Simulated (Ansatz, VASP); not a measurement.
**NaHI: VASP beside Ansatz**

```
CELL_PARAMETERS angstrom
4.44649 0.00000 0.00000
0.00000 4.44649 0.00000
0.00000 0.00000 6.33788
ATOMIC_POSITIONS crystal
Na 0.00000 0.50000 0.19892
Na 0.50000 0.00000 0.80108
H 0.00000 0.00000 0.00000
H 0.50000 0.50000 0.00000
I 0.00000 0.50000 0.72010
I 0.50000 0.00000 0.27990
```

Alike in both runs: functional PBEsol; k mesh 4 × 4 × 3; occupations methfessel-paxton of order 1, width 0.0643 eV; no spin polarisation.

Ansatz relaxed the structure, and its values are those at the end. VASP's run is a single point on that final structure, the one shown.

|  | VASP | Ansatz |
| --- | --- | --- |
| version | VASP 6.6.1 | Ansatz 0.2.0 |
| potentials or method | VASP PAW PBE potentials, release 64 (Na_pv, H, I), cutoff 520 eV | PAW plane waves |
| valence electrons in the cell | 30 | 54 |

|  | VASP | Ansatz | Ansatz less VASP |
| --- | --- | --- | --- |
| gap on the k mesh at the Fermi level (eV) | none | none | - |
| pressure (GPa) | 0.0 | 0.0 | -0.03 |

VASP's potentials were made for PBE, not for PBEsol. A gap of «none» marks a metal or a gap that the smearing closes. The functional is the same, so the differences come from potentials, cutoffs and numerics. VASP's potentials hold 30 valence electrons a cell and Ansatz's 54, so a difference there can come from the potentials and not from the codes.

Neither program's run includes spin-orbit coupling.
